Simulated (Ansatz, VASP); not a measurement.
## SrTiO3: VASP beside Ansatz

```
Sr Ti O
1.0
     3.90685    0.00000    0.00000
     0.00000    3.90685    0.00000
     0.00000    0.00000    3.98499
Sr Ti O
1 1 3
Direct
  0.00000 0.00000 0.00000
  0.50000 0.50000 0.50000
  0.50000 0.50000 0.00000
  0.50000 0.00000 0.50000
  0.00000 0.50000 0.50000
```

Change from the starting cell: uniaxial_z strain +2.0%.

Alike in both runs: task single point; functional PBE; k mesh 6 × 6 × 6; occupations fermi-dirac, width 0.02 eV; no spin polarisation.

```csv
,VASP,Ansatz
version,VASP 6.6.1,Ansatz 0.2.0
potentials or method,"VASP PAW PBE potentials, release 64 (Sr_sv, Ti_sv, O)","plane waves, PAW"
plane-wave cutoff (eV),520,420
valence electrons in the cell,40,40
```

Ansatz gave:

* gap on the k mesh at the Fermi level (eV): 1.81
* pressure (GPa): 0.6
* traceless stress, the component that is largest in VASP (GPa): -2.79

Task: Estimate VASP's values.

Result: gap on the k mesh at the Fermi level (eV): 1.78; pressure (GPa): 1.2; traceless stress, the component that is largest in VASP (GPa): -2.84.
